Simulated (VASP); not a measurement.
The system is Be.

```
CELL_PARAMETERS angstrom
2.06156 0.00000 0.00000
0.00000 2.06156 0.00000
0.00000 0.00000 2.06156
ATOMIC_POSITIONS crystal
Be 0.00000 0.00000 0.00000
```

- Program: VASP 6.6.1
- Task: relaxation of cell and atoms
- Functional: BLYP
- Potentials or basis: VASP PAW PBE potentials, release 64 (Be)
- Cutoff: 600 eV
- k mesh: 15 × 15 × 15
- Occupations: fermi-dirac, width 0.1 eV
- Spin: no spin polarisation

At the start: pressure 17.0 GPa; volume 8.76 Å³/atom.

Question: Where does the relaxation end?

Answer: Over 4 steps the energy falls by 81.8 meV/atom and the volume is 10.53 Å³/atom (+20.2 %); space group Pm-3m (No. 221, to 0.05 Å).

The path:
```
step  energy change (eV)  largest force (eV/Å)  pressure (GPa)  volume (Å³)
   1              0.0000                0.0000           17.02         8.76
   2             -0.0757                0.0000            3.83        10.00
   3             -0.0815                0.0000           -0.71        10.64
   4             -0.0818                0.0000           -0.03        10.53
```

Final structure:
```
Be
1.0
     2.19175    0.00000    0.00000
     0.00000    2.19175    0.00000
     0.00000    0.00000    2.19175
Be
1
Direct
  0.00000 0.00000 0.00000
```

Caveat: the volume moved by over 15 % at a fixed basis, so the end points are rough; the PAW data sets were made with another functional, which shifts forces and pressure a little.
